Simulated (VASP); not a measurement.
## TiC: single point with PBE

TiC:

```xyz
4
Lattice="3.2615 0.0000 0.0000 -1.6307 2.8245 0.0000 0.0000 0.0000 6.1226" Properties=species:S:1:pos:R:3 pbc="T T T"
Ti    1.6307    0.9415    4.5920
Ti    0.0000    1.8830    1.5307
C     0.0000    0.0000    0.0000
C     0.0000    0.0000    3.0613
```

```
Program             : VASP 6.6.1
Task                : single point
Functional          : PBE
Potentials or basis : VASP PAW PBE potentials, release 64 (Ti_sv, C)
Cutoff              : 520 eV
k mesh              : 6 × 6 × 4
Occupations         : gaussian, width 0.1 eV
Spin                : no spin polarisation
```

```yaml
Pressure: -38.7 GPa
Band_gap_on_the_k_mesh: zero (band 16 reaches 6.13 eV, above the bottom of band 17 at 6.07 eV)
```

Stress tensor (GPa, compression positive):
```
-27.84   0.00   0.00
  0.00 -27.84   0.00
  0.00   0.00 -60.38
```

Levels at points of the mesh, in eV from the Fermi level:
```tsv
k point	band 14	band 15	band 16	band 17	band 18	band 19
(0.00, 0.00, 0.00)	-0.09	0.01	0.01	0.61	0.61	0.99
(0.50, 0.00, 0.00)	-1.62	-0.82	-0.05	0.12	1.45	1.66
(0.00, 0.00, 0.50)	-0.78	-0.78	-0.78	1.36	1.36	1.36
(0.50, 0.00, 0.50)	-2.31	-1.00	-1.00	0.75	0.75	2.08
```

Run time: 31 s on 1 thread of Intel(R) Xeon(R) Platinum 8259CL CPU @ 2.50GHz (Skylake/Cascade Lake), with other jobs on the host, peak memory 0.17 GiB.

Caveat: the k points lie up to 0.37 Å⁻¹ apart.
